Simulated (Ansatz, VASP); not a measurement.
Cd2S: VASP beside Ansatz

POSCAR

```
Cd2S
1.0
    3.9626700490      0.0000000000      0.0000000000
   -1.9813350245      3.4317729293      0.0000000000
    0.0000000000      0.0000000000      5.8091920000
Cd S
2 1
Direct
    0.3333333333      0.6666666667      0.9327170000
    0.6666666667      0.3333333333      0.5787350000
    0.3333333333      0.6666666667      0.3657050000
```

File INCAR.step1:

```
SYSTEM = Cd2S
PREC     = Accurate       ! precision mode
ENCUT    = 520            ! plane-wave cutoff, eV
EDIFF    = 1E-5           ! SCF threshold, eV
ISMEAR   = -1             ! smearing method
SIGMA    = 0.05           ! smearing width, eV
LREAL    = .False.        ! projectors in reciprocal space
LASPH    = .True.         ! aspherical terms in the spheres
NELM     = 80             ! most SCF steps
ALGO     = Normal         ! electronic algorithm
ISIF     = 2              ! what is computed and relaxed
LWAVE    = .True.         ! write WAVECAR
LCHARG   = .False.        ! write CHGCAR
GGA      = PE             ! functional
NBANDS   = 22             ! bands
```

INCAR.step2

```
SYSTEM = Cd2S
PREC     = Accurate       ! precision mode
ENCUT    = 520            ! plane-wave cutoff, eV
EDIFF    = 1E-7           ! SCF threshold, eV
ISMEAR   = -1             ! smearing method
SIGMA    = 0.05           ! smearing width, eV
LREAL    = .False.        ! projectors in reciprocal space
LASPH    = .True.         ! aspherical terms in the spheres
NELM     = 80             ! most SCF steps
ALGO     = Normal         ! electronic algorithm
ISIF     = 2              ! what is computed and relaxed
LWAVE    = .False.        ! write WAVECAR
LCHARG   = .False.        ! write CHGCAR
GGA      = PE             ! functional
LHFCALC  = .True.         ! exact exchange
AEXX     = 0.1            ! exact-exchange fraction
PRECFOCK = Normal       
ISTART   = 1            
NBANDS   = 22             ! bands
```

The input KPOINTS:

```
Automatic mesh
0
Gamma
  5 5 3
  0 0 0
```

File input.yaml:

```yaml
crystal:
  lattice:
    - [3.962670049, 0.0, 0.0]
    - [-1.9813350245, 3.4317729293, 0.0]
    - [0.0, 0.0, 5.809192]
  atoms:
    - { symbol: Cd, position: [0.3333333333, 0.6666666667, 0.932717] }
    - { symbol: Cd, position: [0.6666666667, 0.3333333333, 0.578735] }
    - { symbol: S, position: [0.3333333333, 0.6666666667, 0.365705] }
hamiltonian:
  xc: { exchange: pbe, correlation: pbe, exx: { coeff: 0.1 } }
  pseudopotentials: { kind: paw }
kpoints:
  mp_grid: { grid: [5, 5, 3] }
scf:
  occupations: { method: fermi_dirac, width: 0.05 }
output:
  forces: true
  stress: true
  eigenvalues: true
  write_density: true
  write_potential: true
  elf: true
  volumetric_format: npy
```

Alike in both runs: task single point; functional PBE-based global hybrid; k mesh 5 × 5 × 3; occupations fermi-dirac, width 0.05 eV; no spin polarisation.

```csv
,VASP,Ansatz
version,VASP 6.6.1,Ansatz 0.2.0
potentials or method,"VASP PAW PBE potentials, release 64 (Cd, S)",Ansatz PAW
plane-wave cutoff (eV),520,420
valence electrons in the cell,30,46
```

```tsv
	VASP	Ansatz	Ansatz less VASP
gap on the k mesh at the Fermi level (eV)	1.48	1.45	-0.029
least direct gap on the mesh (eV)	1.74	1.71	-0.031
pressure (GPa)	-0.7	-0.9	-0.23
traceless stress, the component that is largest in VASP (GPa)	-0.20	-0.28	-0.077
rms of the force components (eV/Å)	0.042	0.051	+0.0094
```

VASP's potentials were made for PBE, not for PBE-based global hybrid. Atom by atom the forces differ by 0.010 eV/Å (rms over components). VASP's potentials hold 30 valence electrons a cell and Ansatz's 46, so a difference there can come from the potentials and not from the codes.

Noted on Ansatz's run: odd divisions of the mesh miss points on the zone boundary, where band edges often lie, so the gap on the mesh can be too wide.
